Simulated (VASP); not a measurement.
Crystal: SiC.

```
Si C
1.0
     3.09606    0.00000    0.00000
    -1.54803    2.68127    0.00000
     0.00000    0.00000   10.13734
Si C
4 4
Cartesian
  0.0000 0.0000 1.9047
  0.0000 0.0000 6.9734
  0.0000 1.7875 4.4386
  1.5480 0.8938 9.5072
  0.0000 0.0000 0.0047
  0.0000 0.0000 5.0733
  0.0000 1.7875 2.5323
  1.5480 0.8938 7.6010
```

This cell differs from its parent crystal: volume scaled by 1.02.

Base run:

| Property | Result |
| --- | --- |
| Program | VASP 6.6.1 |
| Functional | PBEsol |
| Potentials or basis | VASP PAW PBE potentials, release 64 (Si, C) |
| Cutoff | 520 eV |
| k mesh | 10 × 10 × 3 |
| Occupations | fermi-dirac, width 0.05 eV |
| Spin | no spin polarisation |

Its results: band gap on the k mesh 2.10 eV, indirect (least direct gap 3.23 eV); pressure -3.5 GPa.

Task: The run is repeated on the same cell with these changes: functional from PBEsol to PBE. What comes out?

Result: Band gap on the k mesh 2.22 eV, indirect (least direct gap 3.34 eV); pressure -0.5 GPa.

PBE binds less tightly than PBEsol, so the same cell stands under more pressure.

Caveats: the PAW data sets were made with another functional, which shifts forces and pressure a little (some runs).

A k mesh can miss the band edges.
